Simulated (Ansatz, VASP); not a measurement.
One calculation of Si2W, two programs

```
CELL_PARAMETERS angstrom
4.61685 0.00000 0.00000
-2.30843 3.99831 0.00000
0.00000 0.00000 6.65322
ATOMIC_POSITIONS crystal
W 0.50000 0.00000 0.50000
W 0.50000 0.50000 0.83333
W 0.00000 0.50000 0.16667
Si 0.32725 0.16363 0.16667
Si 0.83637 0.16363 0.83333
Si 0.16363 0.32725 0.50000
Si 0.67275 0.83637 0.16667
Si 0.16363 0.83637 0.83333
Si 0.83637 0.67275 0.50000
```

Alike in both runs: task single point; functional PBE; k mesh 7 × 7 × 4; occupations gaussian, width 0.013 eV; no spin polarisation.

|  | VASP | Ansatz |
| --- | --- | --- |
| version | VASP 6.6.1 | Ansatz 0.2.0 |
| potentials or method | VASP PAW PBE potentials, release 64 (W_sv, Si) | Ansatz PAW |
| plane-wave cutoff (eV) | 520 | 420 |
| valence electrons in the cell | 66 | 66 |

|  | VASP | Ansatz | Ansatz less VASP |
| --- | --- | --- | --- |
| gap on the k mesh at the Fermi level (eV) | 0.22 | 0.23 | +0.001 |
| least direct gap on the mesh (eV) | 0.68 | 0.68 | 0.000 |
| pressure (GPa) | -0.4 | -0.5 | -0.08 |
| traceless stress, the component that is largest in VASP (GPa) | -0.15 | -0.15 | +0.002 |

Neither program's run includes spin-orbit coupling. Noted on Ansatz's run: odd divisions of the mesh miss points on the zone boundary, where band edges often lie, so the gap on the mesh can be too wide.
